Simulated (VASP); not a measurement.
The system is Si.

```
CELL_PARAMETERS angstrom
4.77465 0.00000 0.00000
0.00000 4.77465 0.00000
0.00000 0.00000 5.88650
ATOMIC_POSITIONS crystal
Si 0.46127 0.75983 0.90354
Si 0.53873 0.75983 0.40354
Si 0.75983 0.53873 0.09646
Si 0.24017 0.46127 0.09646
Si 0.75983 0.46127 0.59646
Si 0.46127 0.24017 0.40354
Si 0.24017 0.53873 0.59646
Si 0.53873 0.24017 0.90354
```

The cell was generated, and may not be a known phase.

* Program: VASP 6.6.1
* Task: relaxation of cell and atoms
* Functional: PBE
* Potentials or basis: VASP PAW PBE potentials, release 64 (Si)
* Cutoff: 600 eV
* k mesh: 4 × 4 × 4
* Occupations: gaussian, width 0.1 eV
* Spin: no spin polarisation

At the start: pressure 34.6 GPa; volume 16.77 Å³/atom.

Q: How do energy, volume and symmetry change on relaxing?

A: Over 26 steps the energy falls by 597.6 meV/atom and the volume is 21.14 Å³/atom (+26.0 %); space group P-4c2 (No. 116, to 0.1 Å) before, P4_2/mmc (No. 131, to 0.1 Å).

The path:
```csv
step,energy change (eV),largest force (eV/Å),pressure (GPa),volume (Å³)
1,0.0000,5.2771,34.63,134.20
2,0.0396,2.8266,-7.00,217.65
3,-4.0838,1.3697,0.80,164.38
4,-4.1225,1.2020,1.91,162.23
5,-4.1362,1.0314,3.07,160.18
6,-4.4154,0.2619,-0.61,169.67
7,-4.4214,0.2050,-1.01,171.28
8,-4.4878,0.2456,0.06,169.33
9,-4.4878,0.4660,2.13,166.07
10,-4.5122,0.3044,0.94,167.84
11,-4.5490,0.2030,0.15,169.64
12,-4.5503,0.1871,-0.01,170.04
13,-4.5801,0.1797,-0.40,170.73
14,-4.6077,0.2508,-1.03,172.10
15,-4.6275,0.2557,-0.73,171.30
16,-4.6727,0.3048,0.27,168.92
17,-4.6505,0.5781,2.75,164.22
18,-4.6858,0.3672,1.03,167.32
19,-4.7112,0.3062,0.91,167.38
20,-4.7465,0.2282,0.70,167.57
21,-4.7588,0.1890,0.22,168.64
22,-4.7681,0.1178,-0.77,171.01
23,-4.7768,0.0601,-0.43,170.35
24,-4.7786,0.0934,-0.17,169.89
25,-4.7808,0.0410,-0.04,169.37
26,-4.7810,0.0319,0.01,169.15
```

Final structure:
```xyz
8
Lattice="5.0571 0.0000 0.0000 0.0000 5.0571 0.0000 0.0000 0.0000 6.6141" Properties=species:S:1:pos:R:3 pbc="T T T"
Si    2.5123    3.8665    5.7898
Si    2.5448    3.8665    2.4827
Si    3.8665    2.5448    0.8243
Si    1.1906    2.5123    0.8243
Si    3.8665    2.5123    4.1314
Si    2.5123    1.1906    2.4827
Si    1.1906    2.5448    4.1314
Si    2.5448    1.1906    5.7898
```

Caveat: the volume moved by over 15 % at a fixed basis, so the end points are rough.
